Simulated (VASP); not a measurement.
# LiF (P6_3mc) in VASP: notebook, part 2 of 2

VASP 6.6.1. The steps go on from the part before.

### 4 Single point, PBE

This run uses another cell than the first one, of 9.83 Å³/atom.

File INCAR:

```
SYSTEM = LiF
ALGO = Normal
EDIFF = 1E-6
ENCUT = 520
GGA = PE
ISIF = 2
ISMEAR = 0
LASPH = .True.
LCHARG = .False.
LREAL = .False.
LWAVE = .False.
NBANDS = 18
NELM = 80
PREC = Accurate
SIGMA = 0.01
```

File KPOINTS:

```
k-points
0
Gamma
  12 12 6
  0 0 0
```

File POSCAR:

```
LiF
1.0
    3.0810519480      0.0000000000      0.0000000000
   -1.5405259740      2.6682692574      0.0000000000
    0.0000000000      0.0000000000      4.7852337859
Li F
2 2
Direct
    0.3333333333      0.6666666667      0.3824388605
    0.6666666667      0.3333333333      0.8824388605
    0.3333333333      0.6666666667      0.9925591395
    0.6666666667      0.3333333333      0.4925591395
```

Potentials or basis: VASP PAW PBE potentials, release 64 (Li_sv, F).

Command:

```sh
> cat potpaw_PBE.64/Li_sv/POTCAR potpaw_PBE.64/F/POTCAR > POTCAR
> mpirun -np 1 vasp_std > vasp.out
```

OUTCAR:

```text
SYSTEM = LiF
   EDIFF = 1E-6
   ENCUT = 520
   GGA = PE
   ISIF = 2
   ISMEAR = 0
   LASPH = .True.
   LREAL = .False.
   NELM = 80
   PREC = Accurate

 ion  position               nearest neighbor table
   1  0.333  0.667  0.382-   4 1.86   4 1.86   4 1.86   3 1.87
   2  0.667  0.333  0.882-   3 1.86   3 1.86   3 1.86   4 1.87
   3  0.333  0.667  0.993-   2 1.86   2 1.86   2 1.86   1 1.87
   4  0.667  0.333  0.493-   1 1.86   1 1.86   1 1.86   2 1.87

  LATTYP: Found a hexagonal cell.
 ALAT       =     3.0810519480
 C/A-ratio  =     1.5531168791

  Lattice vectors:

 A1 = (   3.0810519480,   0.0000000000,   0.0000000000)
 A2 = (  -1.5405259740,   2.6682692574,   0.0000000000)
 A3 = (   0.0000000000,   0.0000000000,   4.7852337859)

Analysis of symmetry for initial positions (statically):
=====================================================================
 Subroutine PRICEL returns:
 Original cell was already a primitive cell.

 Routine SETGRP: Setting up the symmetry group for a
 hexagonal supercell.

 Subroutine GETGRP returns: Found 12 space group operations
 (whereof  6 operations were pure point group operations)
 out of a pool of 24 trial point group operations.

The static configuration has the point symmetry C_3v.
 The point group associated with its full space group is C_6v.

Analysis of symmetry for dynamics (positions and initial velocities):
=====================================================================
 Subroutine PRICEL returns:
 Original cell was already a primitive cell.

 Routine SETGRP: Setting up the symmetry group for a
 hexagonal supercell.

 Subroutine GETGRP returns: Found 12 space group operations
 (whereof  6 operations were pure point group operations)
 out of a pool of 24 trial point group operations.

The dynamic configuration has the point symmetry C_3v.
 The point group associated with its full space group is C_6v.

 Subroutine INISYM returns: Found 12 space group operations
 (whereof  6 operations are pure point group operations),
 and found     1 'primitive' translations

----------------------------------------------------------------------------------------

                                     Primitive cell

  volume of cell :      39.3398

  direct lattice vectors                    reciprocal lattice vectors
     3.081051948  0.000000000  0.000000000     0.324564472  0.187387386  0.000000000
    -1.540525974  2.668269257  0.000000000     0.000000000  0.374774771  0.000000000
     0.000000000  0.000000000  4.785233786     0.000000000  0.000000000  0.208976206

  length of vectors
     3.081051948  3.081051948  4.785233786     0.374774771  0.374774771  0.208976206

  position of ions in fractional coordinates (direct lattice)
     0.333333333  0.666666667  0.382438861
     0.666666667  0.333333333  0.882438861
     0.333333333  0.666666667  0.992559140
     0.666666667  0.333333333  0.492559140

  ion indices of the primitive-cell ions
   primitive index   ion index
                 1           1
                 2           2
                 3           3
                 4           4

----------------------------------------------------------------------------------------

 KPOINTS: k-points
[... 24 lines left out ...]
            Coordinates               Weight
  0.000000  0.000000  0.000000      1.000000
  0.083333 -0.000000  0.000000      6.000000
  0.166667  0.000000  0.000000      6.000000
  0.250000 -0.000000  0.000000      6.000000
  0.333333 -0.000000  0.000000      6.000000
  0.416667  0.000000  0.000000      6.000000
[... 16 lines left out ...]
  0.250000 -0.000000  0.166667     12.000000
  0.333333 -0.000000  0.166667     12.000000
 [... further k-points ...]
   k-points           NKPTS =     76   k-points in BZ     NKDIM =     76   number of bands    NBANDS=     18
   number of dos      NEDOS =    301   number of ions     NIONS =      4
   total plane-waves  NPLWV =  20736
   dimension x,y,z NGX =    24 NGY =   24 NGZ =   36
   dimension x,y,z NGXF=    48 NGYF=   48 NGZF=   72
   ions per type =               2   2
   NGX,Y,Z   is equivalent  to a cutoff of  12.95, 12.95, 12.51 a.u.
   NGXF,Y,Z  is equivalent  to a cutoff of  25.90, 25.90, 25.01 a.u.
 SYSTEM =  LiF
   PREC   = accura    normal or accurate (medium, high low for compatibility)
   ISTART =      0    job   : 0-new  1-cont  2-samecut
   ICHARG =      2    charge: 1-file 2-atom 10-const
   ISPIN  =      1    spin polarized calculation?
   LNONCOLLINEAR =      F non collinear calculations
   LSORBIT =      F    spin-orbit coupling
   LASPH  =      T    aspherical Exc in radial PAW
   ENCUT  =  520.0 eV  38.22 Ry    6.18 a.u.   5.73  5.73  8.90*2*pi/ulx,y,z
   NELM   =     80;   NELMIN=  2; NELMDL= -5     # of ELM steps
   EDIFF  = 0.1E-05   stopping-criterion for ELM
   LREAL  =      F    real-space projection
   EDIFFG = 0.1E-04   stopping-criterion for IOM
   NSW    =      0    number of steps for IOM
   IBRION =     -1    ionic relax: 0-MD 1-quasi-New 2-CG
   NFREE  =      0    steps in history (QN), initial steepest desc. (CG)
   ISIF   =      2    stress and relaxation
   ISYM   =      2    0-nonsym 1-usesym 2-fastsym
   POTIM  = 0.5000    time-step for ionic-motion
   TEBEG  =    0.0;   TEEND  =   0.0 temperature during run
   PSTRESS=    0.0 pullay stress
   NELECT =      20.0000    total number of electrons
   NUPDOWN=      -1.0000    fix difference up-down
   EMIN   =  10.00;   EMAX   =-10.00  energy-range for DOS
   EFERMI =   0.00;   METHOD = LEGACY
   ISMEAR =     0;   SIGMA  =   0.01  broadening in eV -4-tet -1-fermi 0-gaus
   EFERMI_NEDOS =   21; number of points for ismear=-14 and -15
   IALGO  =     38    algorithm
   IMIX   =      4    mixing-type and parameters
     AMIX     =   0.40;   BMIX     =  1.00
     AMIX_MAG =   1.60;   BMIX_MAG =  1.00
  volume/ion in A,a.u.               =       9.83        66.37
  Fermi-wavevector in a.u.,A,eV,Ry     =   1.306595  2.469106 23.227725  1.707190
  Thomas-Fermi vector in A             =   2.437386
   LORBIT       =      0    0 simple, 1 ext, 2 COOP (PROOUT), +10 PAW based schemes
   GGA     = PE    functional components
   LHFCALC =     F    Hartree Fock is set to
   AEXX    =    0.0000 exact exchange contribution
   IVDW    =     0    specifies the selected vdW correction
   LEPSILON=     F    determine dielectric tensor
   LRPA    =     F    only Hartree local field effects (RPA)
 non-spin polarized calculation
 Gauss-broadening in eV      SIGMA  =   0.01
  energy-cutoff  :      520.00
  volume of cell :       39.34
 maximum number of plane-waves:      1085
 NGX is ok and might be reduce to    24
   NGX = 11   NGY = 11   NGZ = 17

 number of electron      20.0000014 magnetization

 Free energy of the ion-electron system (eV)
  ---------------------------------------------------
  ext. energy  EPLUGINS =         0.00000000
  ---------------------------------------------------
  free energy    TOTEN  =       -19.27821925 eV

  energy without entropy =      -19.27821925  energy(sigma->0) =      -19.27821925

 E-fermi :  -2.3338     XC(G=0):  -8.8753

 val. band max:       -2.4013558524   @ k =   0.0000   0.0000   0.0000
 cond. band min:       5.4371712726   @ k =   0.0000   0.0000   0.0000
 fundamental gap:      7.8385271249
 Fermi energy:        -2.3338483858

 k-point     1 :       0.0000    0.0000    0.0000
  band No.  band energies     occupation
      1     -42.8398      2.00000
      2     -42.7964      2.00000
      3     -21.8812      2.00000
      4     -21.6300      2.00000
      5      -4.6199      2.00000
      6      -2.9175      2.00000
[... 481 lines left out ...]
      5      -4.2619      2.00000
      6      -3.7036      2.00000
[... 10 lines left out ...]
     17      17.1031      0.00000
     18      18.1063      0.00000

 [... further k-points ...]

------------------------ aborting loop because EDIFF is reached ----------------------------------------

  FORCE on cell =-STRESS in cart. coord.  units (eV):
  Direction    XX          YY          ZZ          XY          YZ          ZX
  --------------------------------------------------------------------------------------
  -------------------------------------------------------------------------------------
  Total        0.6917216      0.6917216      0.7065687      0.0000000      0.0000000      0.0000000
  in kB       28.1715063     28.1715063     28.7761786      0.0000000      0.0000000      0.0000000
  external PRESSURE =      28.3730637 kB  Pullay stress =       0.0000000 kB

 VOLUME and BASIS-vectors are now :
 -----------------------------------------------------------------------------
  energy-cutoff  :      520.00
  volume of cell :       39.34
      direct lattice vectors                 reciprocal lattice vectors
     3.081051948  0.000000000  0.000000000     0.324564472  0.187387386  0.000000000
    -1.540525974  2.668269257  0.000000000     0.000000000  0.374774771  0.000000000
     0.000000000  0.000000000  4.785233786     0.000000000  0.000000000  0.208976206

 POSITION                                       TOTAL-FORCE (eV/Angst)
 -----------------------------------------------------------------------------------
     -0.00000      1.77885      1.83006         0.000000     -0.000000      0.002866
      1.54053      0.88942      4.22268        -0.000000      0.000000      0.002866
     -0.00000      1.77885      4.74963         0.000000      0.000000     -0.002866
      1.54053      0.88942      2.35701        -0.000000      0.000000     -0.002866
 -----------------------------------------------------------------------------------
    total drift:                                0.000001      0.000001     -0.005118

  FREE ENERGIE OF THE ION-ELECTRON SYSTEM (eV)
  ---------------------------------------------------
  free  energy   TOTEN  =       -19.2782192548 eV

  energy  without entropy=      -19.2782192548  energy(sigma->0) =      -19.27821925
```

Run time: 27 s. Hardware: 1 thread of Intel Xeon Platinum 8488C (Sapphire Rapids), shared host; peak memory 0.17 GiB.

What came out:

| Quantity | Value |
| --- | --- |
| Free energy | -19.2782 eV |
| Band gap on the k mesh | 7.84 eV |

Forces in eV/Å, atoms in the order of the input:
```
Li   0.000  0.000  0.003
Li   0.000  0.000  0.003
F    0.000  0.000 -0.003
F    0.000  0.000 -0.003
```

Caveat: the cutoff is under 1.25 times the usual one of these potentials, so pressure, stress and relaxed cells hold a basis-set (Pulay) error.

### 5 Single point, r2SCAN

This run uses another cell than the first one, of 9.83 Å³/atom.

POSCAR is that of step 4.

File INCAR.step1:

```
SYSTEM = LiF
ALGO = Normal
EDIFF = 1E-4
ENCUT = 520
GGA = PE
ISMEAR = 0
LASPH = .TRUE.
LCHARG = .FALSE.
LREAL = .FALSE.
LWAVE = .TRUE.
NBANDS = 18
NELM = 60
PREC = Accurate
SIGMA = 0.01
```

File INCAR.step2:

```
SYSTEM = LiF
ALGO = Normal
EDIFF = 1E-6
ENCUT = 520
ISIF = 2
ISMEAR = 0
ISTART = 1
LASPH = .TRUE.
LCHARG = .FALSE.
LMIXTAU = .TRUE.
LREAL = .FALSE.
LWAVE = .FALSE.
METAGGA = R2SCAN
NBANDS = 18
NELM = 60
PREC = Accurate
SIGMA = 0.01
```

File KPOINTS:

```
k-points
0
G
  12 12 6
  0 0 0
```

Potentials or basis: VASP PAW PBE potentials, release 64 (Li_sv, F).

Command:

```sh
> cat potpaw_PBE.64/Li_sv/POTCAR potpaw_PBE.64/F/POTCAR > POTCAR
> cp INCAR.step1 INCAR
> mpirun -np 1 vasp_std > vasp.out
> cp INCAR.step2 INCAR
> mpirun -np 1 vasp_std > vasp.out
```

OUTCAR:

```text
SYSTEM = LiF
   EDIFF = 1E-6
   ENCUT = 520
   ISIF = 2
   ISMEAR = 0
   ISTART = 1
   LASPH = .TRUE.
   LREAL = .FALSE.
   METAGGA = R2SCAN
   NELM = 60
   PREC = Accurate

 ion  position               nearest neighbor table
   1  0.333  0.667  0.382-   4 1.86   4 1.86   4 1.86   3 1.87
   2  0.667  0.333  0.882-   3 1.86   3 1.86   3 1.86   4 1.87
   3  0.333  0.667  0.993-   2 1.86   2 1.86   2 1.86   1 1.87
   4  0.667  0.333  0.493-   1 1.86   1 1.86   1 1.86   2 1.87

  LATTYP: Found a hexagonal cell.
 ALAT       =     3.0810519480
 C/A-ratio  =     1.5531168791

  Lattice vectors:

 A1 = (   3.0810519480,   0.0000000000,   0.0000000000)
 A2 = (  -1.5405259740,   2.6682692574,   0.0000000000)
 A3 = (   0.0000000000,   0.0000000000,   4.7852337859)

Analysis of symmetry for initial positions (statically):
=====================================================================
 Subroutine PRICEL returns:
 Original cell was already a primitive cell.

 Routine SETGRP: Setting up the symmetry group for a
 hexagonal supercell.
[... 173 lines left out ...]

 E-fermi :  -2.9481     XC(G=0):  -9.4026

 val. band max:       -3.0261182973   @ k =   0.0000   0.0000   0.0000
 cond. band min:       5.6501528029   @ k =   0.0000   0.0000   0.0000
 fundamental gap:      8.6762711002
 Fermi energy:        -2.9481372879

 k-point     1 :       0.0000    0.0000    0.0000
  band No.  band energies     occupation
      1     -44.5905      2.00000
      2     -44.5468      2.00000
      3     -23.6236      2.00000
      4     -23.3914      2.00000
      5      -5.2184      2.00000
      6      -3.5433      2.00000
[... 481 lines left out ...]
      5      -4.8719      2.00000
      6      -4.3025      2.00000
[... 10 lines left out ...]
     17      17.8896      0.00000
     18      19.1501      0.00000

 [... further k-points ...]

------------------------ aborting loop because EDIFF is reached ----------------------------------------

  FORCE on cell =-STRESS in cart. coord.  units (eV):
  Direction    XX          YY          ZZ          XY          YZ          ZX
  --------------------------------------------------------------------------------------
  -------------------------------------------------------------------------------------
  Total       -0.0761032     -0.0761032     -0.0682996      0.0000000      0.0000000      0.0000000
  in kB       -3.0994283     -3.0994283     -2.7816150      0.0000000      0.0000000      0.0000000
  external PRESSURE =      -2.9934905 kB  Pullay stress =       0.0000000 kB

 VOLUME and BASIS-vectors are now :
 -----------------------------------------------------------------------------
  energy-cutoff  :      520.00
  volume of cell :       39.34
      direct lattice vectors                 reciprocal lattice vectors
     3.081051948  0.000000000  0.000000000     0.324564472  0.187387386  0.000000000
    -1.540525974  2.668269257  0.000000000     0.000000000  0.374774771  0.000000000
     0.000000000  0.000000000  4.785233786     0.000000000  0.000000000  0.208976206

 POSITION                                       TOTAL-FORCE (eV/Angst)
 -----------------------------------------------------------------------------------
     -0.00000      1.77885      1.83006         0.000000     -0.000000      0.003158
      1.54053      0.88942      4.22268        -0.000000     -0.000000      0.003158
     -0.00000      1.77885      4.74963         0.000000     -0.000000     -0.003158
      1.54053      0.88942      2.35701         0.000000      0.000000     -0.003158
 -----------------------------------------------------------------------------------
    total drift:                                0.000001      0.000001      0.056723

  FREE ENERGIE OF THE ION-ELECTRON SYSTEM (eV)
  ---------------------------------------------------
  free  energy   TOTEN  =       -23.6587012853 eV

  energy  without entropy=      -23.6587012853  energy(sigma->0) =      -23.65870129
```

It took 1.8 min on 1 thread of Intel Xeon Platinum 8488C (Sapphire Rapids), shared host; peak memory 0.18 GiB.

What came out:

```yaml
Free_energy: -23.6587 eV
Largest_force: 0.003 eV/Å
Band_gap_on_the_k_mesh: 8.68 eV
```

Forces on the atoms (eV/Å):
```
Li   0.000  0.000  0.003
Li   0.000  0.000  0.003
F    0.000  0.000 -0.003
F    0.000  0.000 -0.003
```

Levels at points of the mesh, in eV from the valence-band top:
```tsv
k point	band 8	band 9	band 10	band 11	band 12	band 13
(0.00, 0.00, 0.00)	-0.19	-0.19	0.00	8.68	13.11	16.53
(0.50, 0.00, 0.00)	-1.05	-0.55	-0.41	12.04	13.20	15.96
(0.00, 0.00, 0.50)	-0.35	-0.35	-0.35	10.41	10.41	19.04
(0.50, 0.00, 0.50)	-0.74	-0.57	-0.57	12.06	12.06	16.04
```

Caveat: the cutoff is under 1.25 times the usual one of these potentials, so pressure, stress and relaxed cells hold a basis-set (Pulay) error; the PAW data sets were made with another functional, which shifts forces and pressure a little.

### 6 Summary

```csv
level,cell,k mesh,gap on the mesh (eV),largest force (eV/Å)
r2SCAN,"a = 3.112, b = 3.112, c = 4.833 Å, angles 90.0, 90.0, 120.0°, 4 atoms",9 × 9 × 4,8.52,0.02
r2SCAN,"a = 3.141, b = 3.141, c = 4.879 Å, angles 90.0, 90.0, 120.0°, 4 atoms",9 × 9 × 4,8.36,0.01
PBE,"a = 3.081, b = 3.081, c = 4.785 Å, angles 90.0, 90.0, 120.0°, 4 atoms",12 × 12 × 6,7.84,-
r2SCAN,"a = 3.081, b = 3.081, c = 4.785 Å, angles 90.0, 90.0, 120.0°, 4 atoms",12 × 12 × 6,8.68,-
```

Alike in all rows: task single point; potentials or basis VASP PAW PBE potentials, release 64 (Li_sv, F); no spin polarisation; cutoff (eV) 520; smearing gaussian 0.01 eV.

Caveats: the cutoff is under 1.25 times the usual one of these potentials, so pressure, stress and relaxed cells hold a basis-set (Pulay) error; the PAW data sets were made with another functional, which shifts forces and pressure a little (at least some runs); an odd mesh through Γ misses points on the zone boundary, where band edges can lie (at least some runs).

Total energies depend on the potentials used, so only differences within one code and one set of settings carry meaning.
